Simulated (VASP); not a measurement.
A run of VASP 6.6.1 is set up as follows.

File INCAR:

```
SYSTEM = Ge
PREC = Accurate
ENCUT = 520
EDIFF = 1E-6
ISMEAR = 0
SIGMA = 0.1
LREAL = .False.
LASPH = .True.
NELM = 80
ALGO = Normal
ISIF = 2
LWAVE = .False.
LCHARG = .True.
LDIPOL = .True.
IDIPOL = 3
DIPOL = 0.5 0.5 0.500
GGA = PE
IVDW = 12
LELF = .True.
LVHAR = .True.
LVACPOTAV = .True.
NBANDS = 21
```

File KPOINTS:

```
Automatic mesh
0
Gamma
  12 12 1
  0 0 0
```

File POSCAR:

```
Ge
1.0
    4.0300000000      0.0000000000      0.0000000000
   -2.0150000000      3.4900823773      0.0000000000
    0.0000000000      0.0000000000     28.0000000000
Ge
2
Direct
    0.3333333333      0.6666666667      0.5104821429
    0.6666666667      0.3333333333      0.4895178571
```

Potentials or basis: VASP PAW PBE potentials, release 64 (Ge_d).

The run is started by

```console
$ cat potpaw_PBE.64/Ge_d/POTCAR > POTCAR
$ mpirun -np 1 vasp_std > vasp.out
```

Problem. Predict the band gap on the k mesh.

Solution. Zero (filled and empty bands touch).

Problem. Predict the largest force.

Solution. 0.321 eV/Å.

Problem. Predict the dispersion energy per atom.

Solution. -0.154 eV.

Forces on the atoms (eV/Å):
```
Ge   0.000  0.000  0.321
Ge   0.000  0.000 -0.321
```
